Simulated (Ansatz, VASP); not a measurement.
Sn in VASP and in Ansatz

```
Sn
1.0
    -1.70320    1.75155    2.30674
     1.70320   -1.75155    2.30674
     1.70320    1.75155   -2.30674
Sn
1
Cartesian
  0.0000 0.0000 0.0000
```

Change from the starting cell: volume scaled by 0.96.

Alike in both runs: task single point; functional PBE; k mesh 11 × 11 × 11; occupations fermi-dirac, width 0.05 eV; no spin polarisation.

|  | VASP | Ansatz |
| --- | --- | --- |
| version | VASP 6.6.1 | Ansatz 0.2.0 |
| potentials or method | VASP PAW PBE potentials, release 64 (Sn_d), cutoff 520 eV | all-electron LAPW, scalar-relativistic |

|  | VASP | Ansatz | Ansatz less VASP |
| --- | --- | --- | --- |
| gap on the k mesh at the Fermi level (eV) | none | none | - |
| pressure (GPa) | 0.9 | 0.9 | +0.06 |
| traceless stress, the component that is largest in VASP (GPa) | -1.08 | -1.07 | +0.004 |

A gap of «none» marks a metal or a gap that the smearing closes. Ansatz ran all-electron here, and VASP with PAW potentials.
